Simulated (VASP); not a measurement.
The system is Ga3BSb2.

```
Ga B Sb
1.0
     6.28626    0.00000    0.00000
    -3.14313    5.44406    0.00000
     0.00000    0.00000    3.45238
Ga B Sb
3 1 2
Direct
  0.00000 0.50000 0.50000
  0.50000 0.00000 0.50000
  0.50000 0.50000 0.50000
  0.00000 0.00000 0.00000
  0.66667 0.33333 0.00000
  0.33333 0.66667 0.00000
```

The cell was built from a structure type or drawn by symmetry, and may not be a known phase.

- Program: VASP 6.6.1
- Task: relaxation of cell and atoms
- Functional: PBE
- Potentials or basis: VASP PAW PBE potentials, release 64 (Ga_d, B, Sb)
- Cutoff: 600 eV
- k mesh: 3 × 3 × 6
- Occupations: gaussian, width 0.1 eV
- Spin: no spin polarisation

At the start: pressure 29.4 GPa; volume 19.69 Å³/atom.

Question: Where does the relaxation end?

Answer: Over 23 steps the energy falls by 857.1 meV/atom and the volume is 23.00 Å³/atom (+16.8 %); space group P6/mmm (No. 191, to 0.1 Å) before and after.

Step by step:
```csv
step,energy change (eV),largest force (eV/Å),pressure (GPa),volume (Å³)
1,0.0000,0.0000,29.38,118.15
2,-3.1729,0.0000,-3.32,190.89
3,-3.4315,0.0000,0.46,165.81
4,-3.4374,0.0000,-0.35,169.58
5,-3.4378,0.0000,-0.11,168.43
6,-3.4581,0.0000,-0.18,167.72
7,-3.5146,0.0000,-0.38,165.45
8,-3.6513,0.0000,-0.28,160.37
9,-4.1223,0.0000,-1.00,148.27
10,-4.3050,0.0000,13.53,118.31
11,-4.2481,0.0000,-0.42,143.54
12,-4.9457,0.0000,2.51,131.42
13,-4.8923,0.0000,6.67,124.97
14,-4.9891,0.0000,4.48,128.14
15,-4.9768,0.0000,5.13,127.13
16,-4.9826,0.0000,5.14,127.15
17,-4.9838,0.0000,5.17,127.18
18,-4.9935,0.0000,4.98,127.48
19,-5.0206,0.0000,4.47,128.40
20,-5.0661,0.0000,3.45,130.26
21,-5.1244,0.0000,1.63,134.01
22,-5.1248,0.0000,-1.41,141.74
23,-5.1425,0.0000,-0.09,138.01
```

Final structure:
```
Ga B Sb
1.0
     5.35063    0.00000    0.00000
    -2.67531    4.63378    0.00000
     0.00000    0.00000    5.56654
Ga B Sb
3 1 2
Cartesian
  -1.3377 2.3169 2.7833
  2.6753 0.0000 2.7833
  1.3377 2.3169 2.7833
  0.0000 0.0000 0.0000
  2.6753 1.5446 0.0000
  0.0000 3.0892 0.0000
```

Caveat: the k points lie up to 0.45 Å⁻¹ apart in the final cell, too coarse for converged energies and pressures of a metal; the volume moved by over 15 % at a fixed basis, so the end points are rough.
